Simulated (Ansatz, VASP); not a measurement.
**Si in VASP and in Ansatz**

INCAR

```
SYSTEM = Si
PREC = Accurate
ENCUT = 500
EDIFF = 1E-6
ISMEAR = 0
SIGMA = 0.025
LREAL = .False.
LASPH = .True.
NELM = 200
ALGO = Normal
ISIF = 2
LWAVE = .False.
LCHARG = .True.
ISPIN = 2
MAGMOM = 0.5 0.5
LORBIT = 11
NUPDOWN = 1.0
GGA = LIBXC
LIBXC1 = GGA_X_PBE_SOL
LIBXC2 = GGA_C_PBE
LELF = .True.
LVHAR = .True.
NBANDS = 15
GGA_COMPAT = .False.
```

Contents of KPOINTS:

```
regular mesh
0
Gamma
  8 8 8
  0 0 0
```

File POSCAR:

```
Si
1.0
    0.0000000000      2.7576691254      2.7576691254
    2.7576691254      0.0000000000      2.7576691254
    2.7576691254      2.7576691254      0.0000000000
Si
2
Direct
    0.5000000000      0.5000000000      0.5000000000
    0.7500000000      0.7500000000      0.7500000000
```

The input input.yaml:

```yaml
crystal:
  lattice:
    - [0.0, 2.7576691254, 2.7576691254]
    - [2.7576691254, 0.0, 2.7576691254]
    - [2.7576691254, 2.7576691254, 0.0]
  atoms:
    - { symbol: Si, position: [0.5, 0.5, 0.5], spin: 0.5 }
    - { symbol: Si, position: [0.75, 0.75, 0.75], spin: 0.5 }
kpoints:
  mp_grid: { grid: [8, 8, 8] }
scf:
  occupations: { method: gaussian, width: 0.025 }
hamiltonian:
  xc: { exchange: pbesol, correlation: pbe }
  pseudopotentials: { kind: all_electron, lapw: { basis_error: 0.001 } }
magnetization:
  spin_polarized: true
  initial_magnetization: 1.0
  spin_locking: { lock_magnetization: hard }
output:
  forces: true
  stress: true
  eigenvalues: true
```

Change from the starting cell: volume scaled by 1.04.

Alike in both runs: task single point; functional pbesol exchange, pbe correlation; k mesh 8 × 8 × 8; occupations gaussian, width 0.025 eV; collinear spin; fixed moment 1 μB.

|  | VASP | Ansatz |
| --- | --- | --- |
| version | VASP 6.6.1 | Ansatz 0.2.0 |
| potentials or method | VASP PAW PBE potentials, release 64 (Si), cutoff 500 eV | all-electron LAPW, scalar-relativistic |

Ansatz gave:

| Quantity | Value |
| --- | --- |
| pressure (GPa) | -3.4 |
| size of the moment on the site where the two differ most (μB) | 0.26 |

Question: Estimate VASP's values.

Answer: Pressure (GPa): -3.4; size of the moment on the site where the two differ most (μB): 0.16.

VASP's potentials were made for PBE, not for pbesol exchange, pbe correlation. Site moments also hang on the region over which each program counts them. Ansatz ran all-electron here, and VASP with PAW potentials.
